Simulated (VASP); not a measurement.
Crystal: NaCl.

```
Cl Na
1.0
     3.50219    0.00000    0.00000
     0.00000    3.50219    0.00000
     0.00000    0.00000    3.50219
Cl Na
1 1
Direct
  0.50000 0.50000 0.50000
  0.00000 0.00000 0.00000
```

```yaml
Program: VASP 6.6.1
Task: relaxation of cell and atoms
Functional: BLYP
Dispersion: D3(BJ)
Potentials_or_basis: VASP PAW PBE potentials, release 64 (Cl, Na_pv)
Cutoff: 600 eV
k_mesh: 8 × 8 × 8
Occupations: fermi-dirac, width 0.05 eV
Spin: no spin polarisation
```

At the start: pressure -2.5 GPa; volume 21.48 Å³/atom.

Q: How do energy, volume and symmetry change on relaxing?

A: Over 4 steps the energy falls by 15.9 meV/atom and the volume is 19.62 Å³/atom (-8.7 %); space group Pm-3m (No. 221, to 0.1 Å) before and after.

The path:
```
step  energy change (eV)  largest force (eV/Å)  pressure (GPa)  volume (Å³)
   1              0.0000                0.0000           -2.51        42.96
   2             -0.0247                0.0000           -1.40        40.90
   3             -0.0221                0.0000            1.77        37.36
   4             -0.0319                0.0000            0.02        39.23
```

Final structure:
```cif
data_structure
_symmetry_space_group_name_H-M 'P 1'
_symmetry_Int_Tables_number 1
_cell_length_a 3.3979
_cell_length_b 3.3979
_cell_length_c 3.3979
_cell_angle_alpha 90.000
_cell_angle_beta 90.000
_cell_angle_gamma 90.000
_cell_volume 39.23
loop_
_atom_site_label
_atom_site_type_symbol
_atom_site_fract_x
_atom_site_fract_y
_atom_site_fract_z
_atom_site_occupancy
Cl1 Cl 0.50000 0.50000 0.50000 1
Na1 Na 0.00000 0.00000 0.00000 1
```

Caveat: the PAW data sets were made with another functional, which shifts forces and pressure a little.
